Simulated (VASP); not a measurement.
Ni, 4 atoms in the cell. Symmetry: Fm-3m, No. 225, cubic system. The conventional cell has a = 3.513 Å, b = 3.513 Å, c = 3.513 Å, α = 90.00°, β = 90.00°, γ = 90.00°. Ni (site symmetry m-3m) has 12 Ni at 2.48 Å within 3.3 Å. 

| Property | Result |
| --- | --- |
| Program | VASP 6.6.1 |
| Task | single point |
| Functional | PBE |
| Potentials or basis | VASP PAW PBE potentials, release 64 (Ni) |
| Cutoff | 600 eV |
| k mesh | 2 × 2 × 2 |
| Occupations | fermi-dirac, width 0.1 eV |
| Spin | no spin polarisation |
| Dipole correction | no |
| Further INCAR settings | ALGO = Normal; EDIFF = 1e-06; NBANDS = 28 |

Potentials or basis: VASP PAW PBE potentials, release 64 (Ni).

Command:

```console
$ cat potpaw_PBE.64/Ni/POTCAR > POTCAR
$ mpirun -np 1 vasp_std > vasp.out
```

Hardware: 1 thread of AMD EPYC 7R13, with other jobs on the host.

Q: How long does it take, and how much memory?

A: Wall time 13 s on 1 thread of AMD EPYC 7R13 (shared host), peak memory 0.12 GiB. Counts: scf iterations 14, k points 4.
